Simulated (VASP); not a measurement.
AlN, 2 atoms in the cell. The structure is cubic, space group Fm-3m (No. 225). The conventional cell has a = 4.038 Å, b = 4.038 Å, c = 4.038 Å, α = 90.00°, β = 90.00°, γ = 90.00°. Within 2.7 Å of Al (site symmetry m-3m) lie 6 N at 2.02 Å. N (site symmetry m-3m) has 6 Al at 2.02 Å within 2.7 Å. 

- Program: VASP 6.6.1
- Task: dielectric tensor
- Functional: r2SCAN
- Potentials or basis: VASP PAW PBE potentials, release 64 (Al, N)
- Cutoff: 520 eV
- k mesh: 10 × 10 × 10
- Occupations: gaussian, width 0.01 eV
- Spin: no spin polarisation
- Dipole correction: no
- Further INCAR settings: ALGO = Normal; EDIFF = 1e-08

Potentials or basis: VASP PAW PBE potentials, release 64 (Al, N).

Run with:

```sh
$ cat potpaw_PBE.64/Al/POTCAR potpaw_PBE.64/N/POTCAR > POTCAR
$ mpirun -np 1 vasp_std > vasp.out
```

Hardware: 1 thread of Intel(R) Xeon(R) Platinum 8488C (Sapphire Rapids) (shared host).

Question: How long does it take, and how much memory?

Answer: It took 15 min on 1 thread of Intel(R) Xeon(R) Platinum 8488C (Sapphire Rapids) (shared host), peak memory 0.3 GiB. Counts: scf iterations 65, k points 47.
